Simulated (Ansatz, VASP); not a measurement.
# Ge2Sb2Te: VASP beside Ansatz

```
Ge Sb Te
1.0
     4.03702    0.00000    0.00000
     0.00000    4.03702    0.00000
     0.00000    0.00000    9.08628
Ge Sb Te
2 2 1
Cartesian
  0.0000 0.0000 5.8006
  0.0000 0.0000 3.2857
  2.0185 2.0185 6.1585
  2.0185 2.0185 2.9278
  2.0185 2.0185 0.0000
```

Alike in both runs: functional PBE; k mesh 4 × 4 × 3; occupations gaussian, width 0.2 eV; no spin polarisation.

Ansatz relaxed the structure, and its values are those at the end. VASP's run is a single point on that final structure, the one shown.

|  | VASP | Ansatz |
| --- | --- | --- |
| version | VASP 6.6.1 | Ansatz 0.2.0 |
| potentials or method | VASP PAW PBE potentials, release 64 (Ge_d, Sb, Te), cutoff 500 eV | scalar-relativistic, plane waves, PAW |
| valence electrons in the cell | 44 | 74 |

```csv
,VASP,Ansatz,Ansatz less VASP
gap on the k mesh at the Fermi level (eV),none,none,-
pressure (GPa),-0.4,-0.4,+0.03
rms of the force components (eV/Å),0.015,0.016,+0.0006
```

A gap of «none» marks a metal or a gap that the smearing closes. VASP's potentials hold 44 valence electrons a cell and Ansatz's 74, so a difference there can come from the potentials and not from the codes.

The k mesh is coarse, so the values compare programs but aren't converged. Spin-orbit coupling is off throughout.
